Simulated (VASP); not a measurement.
A run of VASP 6.6.1:

File INCAR:

```
  ALGO = Fast
  EDIFF = 1E-6
  ENCUT = 520
  ISIF = 2
  ISMEAR = 0
  LASPH = True
  LCHARG = False
  LREAL = False
  LWAVE = False
  NBANDS = 10
  NELM = 80
  PREC = Accurate
  SIGMA = 0.15
```

The input KPOINTS:

```
k-points
0
Gamma
  14 14 14
```

POSCAR

```
Rb
1.0
   -2.7610317234      2.7610317234      2.9752877851
    2.7610317234     -2.7610317234      2.9752877851
    2.7610317234      2.7610317234     -2.9752877851
Rb
1
Direct
    0.0000000000      0.0000000000      0.0000000000
```

Potentials or basis: VASP PAW LDA potentials, release 64 (Rb_sv).

Command:

```sh
$ cat potpaw_LDA.64/Rb_sv/POTCAR > POTCAR
$ mpirun -np 1 vasp_std > vasp.out
```

Hardware: 1 thread of Oxide Virtual Turin-like Processor (shared host).

How long does it take, and how much memory?

Wall time 5.5 min on 1 thread of Oxide Virtual Turin-like Processor (shared host), peak memory 0.31 GiB. Counts: scf iterations 11, k points 244.
